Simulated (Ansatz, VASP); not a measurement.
## Mg in VASP and in Ansatz

The input POSCAR:

```
Mg
1.0
   -1.8359916300      1.8359916300      1.6794040200
    1.8359916300     -1.8359916300      1.6794040200
    1.8359916300      1.8359916300     -1.6794040200
Mg
1
Direct
    0.0000000000      0.0000000000      0.0000000000
```

Contents of INCAR.step1:

```
PREC = Accurate
ENCUT = 660
ISMEAR = 0
SIGMA = 0.1
LREAL = False
LASPH = True
NELM = 120
NBANDS = 7
GGA = PE
ALGO = Normal
EDIFF = 1E-5
LWAVE = True
LCHARG = False
GGA_COMPAT = False
```

INCAR.step2

```
PREC = Accurate
ENCUT = 660
EDIFF = 1E-6
ISMEAR = 0
SIGMA = 0.1
LREAL = False
LASPH = True
NELM = 120
ALGO = Normal
ISIF = 2
LWAVE = False
LCHARG = False
METAGGA = R2SCAN
LMIXTAU = True
NBANDS = 7
ISTART = 1
GGA_COMPAT = False
```

Contents of KPOINTS:

```
regular mesh
0
Gamma
  8 8 8
```

Input for Ansatz:

```yaml
crystal:
  lattice:
    - [-1.83599163, 1.83599163, 1.67940402]
    - [1.83599163, -1.83599163, 1.67940402]
    - [1.83599163, 1.83599163, -1.67940402]
  atoms:
    - { symbol: Mg, position: [0.0, 0.0, 0.0] }
basis:
  ecutwfc: 500
kpoints:
  mp_grid: { grid: [8, 8, 8] }
hamiltonian:
  xc: r2scan
scf:
  occupations: { method: gaussian, width: 0.1 }
output:
  forces: true
  stress: true
  eigenvalues: true
```

Alike in both runs: task single point; functional r2SCAN; k mesh 8 × 8 × 8; occupations gaussian, width 0.1 eV; no spin polarisation.

|  | VASP | Ansatz |
| --- | --- | --- |
| version | VASP 6.6.1 | Ansatz 0.2.0 |
| potentials or method | VASP PAW PBE potentials, release 64 (Mg), cutoff 660 eV | scalar-relativistic, plane waves, PAW |
| valence electrons in the cell | 2 | 10 |

|  | VASP | Ansatz | Ansatz less VASP |
| --- | --- | --- | --- |
| gap on the k mesh at the Fermi level (eV) | none | none | - |
| pressure (GPa) | -0.4 | -0.1 | +0.27 |

VASP's potentials were made for PBE, not for r2SCAN. A gap of «none» marks a metal or a gap that the smearing closes. VASP's potentials hold 2 valence electrons a cell and Ansatz's 10, so a difference there can come from the potentials and not from the codes.
